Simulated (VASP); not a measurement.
Na2Cl: single point with LDA

Na2Cl:

```
Na Cl
1.0
     1.91231    1.10408    6.56121
    -1.91231    1.10408    6.56121
     0.00000   -2.20815    6.56121
Na Cl
2 1
Direct
  0.75393 0.75393 0.75393
  0.24607 0.24607 0.24607
  0.00000 0.00000 0.00000
```

```
Program                : VASP 6.6.1
Task                   : single point
Functional             : LDA
Potentials or basis    : VASP PAW LDA potentials, release 64 (Na_pv, Cl)
Cutoff                 : 520 eV
k mesh                 : 12 × 12 × 12
Occupations            : tetrahedron
Spin                   : no spin polarisation
Dipole correction      : no
Further INCAR settings : ALGO = Normal; EDIFF = 1e-06; NBANDS = 18
```

```
Pressure               : -0.9 GPa
Largest force          : 0.147 eV/Å
Band gap on the k mesh : zero (an odd number of electrons rules out a gap without spin polarisation)
```

Forces in eV/Å, atoms in the order of the input:
```
Na   0.000  0.000 -0.147
Na   0.000  0.000  0.147
Cl   0.000  0.000  0.000
```

Stress tensor (GPa, compression positive):
```
-0.92  0.00  0.00
 0.00 -0.92  0.00
 0.00  0.00 -1.00
```

Levels at points of the mesh, in eV from the Fermi level:
```csv
k point,band 8,band 9,band 10,band 11,band 12,band 13,band 14,band 15
"(0.00, 0.00, 0.00)",-5.62,-4.15,-4.15,-2.17,2.71,3.10,7.36,7.36
"(0.50, 0.00, 0.00)",-6.01,-5.08,-4.53,1.13,1.50,2.75,4.55,6.23
"(0.50, 0.50, 0.00)",-6.01,-5.11,-4.54,0.83,1.84,3.64,4.40,4.77
"(0.50, 0.50, 0.50)",-5.78,-4.15,-4.15,-1.20,0.62,4.20,7.15,7.29
```

Run time: 7.1 min on 1 thread of AMD EPYC 9R45 96-Core Processor (Zen 5), on a shared host, peak memory 0.42 GiB.

Caveat: tetrahedron occupations give inexact forces and stress in metals.
